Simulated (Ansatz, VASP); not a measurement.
## GaSn4 in VASP and in Ansatz

INCAR

```
SYSTEM = GaSn4
PREC = Accurate
ENCUT = 600
EDIFF = 1E-6
ISMEAR = 0
SIGMA = 0.1
LREAL = .False.
LASPH = .True.
NELM = 60
ALGO = Fast
ISIF = 3
LWAVE = .False.
LCHARG = .False.
GGA = PE
IBRION = 2
NSW = 90
EDIFFG = -0.04
```

File KPOINTS:

```
regular mesh
0
Gamma
  4 4 4
  0 0 0
```

File POSCAR:

```
GaSn4
1.0
   -3.2067509600      3.2067509600      3.2067509600
    3.2067509600     -3.2067509600      3.2067509600
    3.2067509600      3.2067509600     -3.2067509600
Ga Sn
1 4
Direct
    0.0000000000      0.0000000000      0.0000000000
    0.0000000000      0.0000000000      0.5000000000
    0.5000000000      0.0000000000      0.0000000000
    0.0000000000      0.5000000000      0.0000000000
    0.5000000000      0.5000000000      0.5000000000
```

Input for Ansatz:

```yaml
crystal:
  lattice:
    - [-3.20675096, 3.20675096, 3.20675096]
    - [3.20675096, -3.20675096, 3.20675096]
    - [3.20675096, 3.20675096, -3.20675096]
  atoms:
    - { symbol: Ga, position: [0.0, 0.0, 0.0] }
    - { symbol: Sn, position: [0.0, 0.0, 0.5] }
    - { symbol: Sn, position: [0.5, 0.0, 0.0] }
    - { symbol: Sn, position: [0.0, 0.5, 0.0] }
    - { symbol: Sn, position: [0.5, 0.5, 0.5] }
basis:
  ecutwfc: 420
kpoints:
  mp_grid: { grid: [4, 4, 4] }
hamiltonian:
  xc: pbe
scf:
  occupations: { method: gaussian, width: 0.1 }
  lower_state_search: "off"
output:
  forces: true
  stress: true
  eigenvalues: true
relax:
  adjacent_minimum: "off"
  f_tol: 0.04
  max_steps: 70
  cell: { stress_tol: 0.4 }
```

Change from the starting cell: species swapped into the Hg4Pt type (Im-3m, No. 229).

Alike in both runs: task relaxation of cell and atoms; functional PBE; k mesh 4 × 4 × 4; occupations gaussian, width 0.1 eV; no spin polarisation.

|  | VASP | Ansatz |
| --- | --- | --- |
| version | VASP 6.6.1 | Ansatz 0.2.0 |
| potentials or method | VASP PAW PBE potentials, release 64 (Ga_d, Sn_d), cutoff 600 eV | scalar-relativistic, plane waves, PAW |
| valence electrons in the cell | 69 | 69 |

```csv
,VASP,Ansatz,Ansatz less VASP
"gap on the k mesh at the Fermi level, each at its own relaxed structure (eV)",none,none,-
relaxed volume (Å³/atom),29.23,29.50,+0.269
relaxed cell length with the largest relative difference (Å),5.747,5.765,+0.0176
```

A gap of «none» marks a metal or a gap that the smearing closes.
